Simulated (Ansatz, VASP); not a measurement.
MgO in VASP and in Ansatz

```
Mg O
1.0
     2.62335    0.00000    0.00000
     0.00000    2.62335    0.00000
     0.00000    0.00000    2.62335
Mg O
1 1
Direct
  0.00000 0.00000 0.00000
  0.50000 0.50000 0.50000
```

Alike in both runs: task single point; functional PBE; k mesh 2 × 2 × 2; no spin polarisation.

|  | VASP | Ansatz |
| --- | --- | --- |
| version | VASP 6.6.1 | Ansatz 0.2.0 |
| potentials or method | VASP PAW PBE potentials, release 64 (Mg, O) | plane waves |
| plane-wave cutoff (eV) | 600 | 420 |
| occupations | gaussian, width 0.01 eV | fixed |
| valence electrons in the cell | 8 | 16 |

Ansatz gave:

```
gap on the k mesh at the Fermi level (eV) : 2.14
pressure (GPa)                            : 12.4
```

Task: Estimate VASP's values.

Result: gap on the k mesh at the Fermi level (eV): 2.11; pressure (GPa): 11.5.

VASP's potentials hold 8 valence electrons a cell and Ansatz's 16, so a difference there can come from the potentials and not from the codes.

The k mesh is coarse, so the values compare programs but aren't converged.
